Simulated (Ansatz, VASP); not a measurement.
# NaCl in VASP and in Ansatz

File INCAR:

```
  PREC = Accurate
  ENCUT = 520
  EDIFF = 1E-6
  ISMEAR = 0
  SIGMA = 0.01
  LREAL = False
  LASPH = True
  NELM = 80
  ALGO = Normal
  ISIF = 2
  LWAVE = False
  LCHARG = False
  GGA = PE
  NBANDS = 22
```

KPOINTS

```
Automatic mesh
0
Gamma
  6 6 4
```

Contents of POSCAR:

```
NaCl
1.0
    4.7210755744      0.0000000000      0.0000000000
   -2.3605377872      4.0885713806      0.0000000000
    0.0000000000      0.0000000000      5.5694831084
Na Cl
2 2
Direct
    0.3333333333      0.6666666667     -0.0624973378
    0.6666666667      0.3333333333      0.4375026622
    0.3333333333      0.6666666667      0.4374973378
    0.6666666667      0.3333333333      0.9374973378
```

Input for Ansatz:

```yaml
crystal:
  lattice:
    - [4.7210755744, 0.0, 0.0]
    - [-2.3605377872, 4.0885713806, 0.0]
    - [0.0, 0.0, 5.5694831084]
  atoms:
    - { symbol: Na, position: [0.3333333333, 0.6666666667, -0.0624973378] }
    - { symbol: Na, position: [0.6666666667, 0.3333333333, 0.4375026622] }
    - { symbol: Cl, position: [0.3333333333, 0.6666666667, 0.4374973378] }
    - { symbol: Cl, position: [0.6666666667, 0.3333333333, 0.9374973378] }
kpoints:
  mp_grid: { grid: [6, 6, 4] }
hamiltonian:
  xc: pbe
scf:
  occupations: { method: fixed }
output:
  optics:
    e_range: [0, 20]
    de: 0.05
    sigma: 0.1
    bands: auto
    scissors: 1.296
```

Alike in both runs: task single point; functional PBE; k mesh 6 × 6 × 4; no spin polarisation.

|  | VASP | Ansatz |
| --- | --- | --- |
| version | VASP 6.6.1 | Ansatz 0.2.0 |
| potentials or method | VASP PAW PBE potentials, release 64 (Na_pv, Cl) | plane waves, PAW |
| plane-wave cutoff (eV) | 520 | 420 |
| occupations | gaussian, width 0.01 eV | fixed |
| valence electrons in the cell | 28 | 32 |

|  | VASP | Ansatz | Ansatz less VASP |
| --- | --- | --- | --- |
| gap on the k mesh at the Fermi level (eV) | 4.84 | 4.84 | +0.001 |

VASP's potentials hold 28 valence electrons a cell and Ansatz's 32, so a difference there can come from the potentials and not from the codes. Ansatz's warnings: structure snapped to symmetry.
